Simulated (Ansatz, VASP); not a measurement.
**One calculation of AlNi3, two programs**

```
Ni Al
1.0
     3.49941    0.00000    0.00000
     0.00000    3.49941    0.00000
     0.00000    0.00000    3.49941
Ni Al
3 1
Direct
  0.50000 0.50000 0.00000
  0.50000 0.00000 0.50000
  0.00000 0.50000 0.50000
  0.00000 0.00000 0.00000
```

Change from the starting cell: volume scaled by 0.98.

Alike in both runs: task single point; functional LDA; k mesh 8 × 8 × 8; occupations fermi-dirac, width 0.05 eV; collinear spin.

|  | VASP | Ansatz |
| --- | --- | --- |
| version | VASP 6.6.1 | Ansatz 0.2.0 |
| potentials or method | VASP PAW LDA potentials, release 64 (Ni, Al), cutoff 520 eV | all-electron LAPW, scalar-relativistic |

Ansatz gave:

| Quantity | Value |
| --- | --- |
| gap on the k mesh at the Fermi level (eV) | none |
| pressure (GPa) | -3.6 |
| net moment per atom (μB) | 0.11 |
| size of the moment on the site where the two differ most (μB) | 0.16 |

Problem. Estimate VASP's values.

Solution. gap on the k mesh at the Fermi level (eV): none; pressure (GPa): -3.3; net moment per atom (μB): 0.08; size of the moment on the site where the two differ most (μB): 0.11.

LDA's correlation is that of Perdew and Zunger in VASP and of Perdew and Wang (1992) in Ansatz. Site moments also hang on the region over which each program counts them. A gap of «none» marks a metal or a gap that the smearing closes. Ansatz ran all-electron here, and VASP with PAW potentials.
